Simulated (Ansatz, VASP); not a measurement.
Two plane-wave programs on ZnF2

```xyz
6
Lattice="4.6807 0.0000 0.0000 0.0000 4.6807 0.0000 0.0000 0.0000 3.1220" Properties=species:S:1:pos:R:3 pbc="T T T"
Zn    2.3403    2.3403    1.5610
Zn    0.0000    0.0000    0.0000
F     3.2628    3.2628    0.0000
F     3.7581    0.9225    1.5610
F     1.4178    1.4178    0.0000
F     0.9225    3.7581    1.5610
```

Alike in both runs: task single point; functional r2SCAN; dispersion rVV10; k mesh 6 × 6 × 10; occupations fermi-dirac, width 0.03 eV; no spin polarisation.

|  | VASP | Ansatz |
| --- | --- | --- |
| version | VASP 6.6.1 | Ansatz 0.2.0 |
| potentials or method | VASP PAW PBE potentials, release 64 (Zn, F) | plane waves, PAW |
| plane-wave cutoff (eV) | 660 | 500 |
| valence electrons in the cell | 52 | 52 |

Ansatz gave:

| Property | Result |
| --- | --- |
| gap on the k mesh at the Fermi level (eV) | 4.22 |
| pressure (GPa) | 0.0 |
| traceless stress, the component that is largest in VASP (GPa) | 0.00 |
| rms of the force components (eV/Å) | 0.000 |

Task: Which values does VASP return?

Result: gap on the k mesh at the Fermi level (eV): 4.16; pressure (GPa): 0.4; traceless stress, the component that is largest in VASP (GPa): 0.21; rms of the force components (eV/Å): 0.006.

VASP's potentials were made for PBE, not for r2SCAN. Atom by atom the forces differ by 0.006 eV/Å (rms over components).
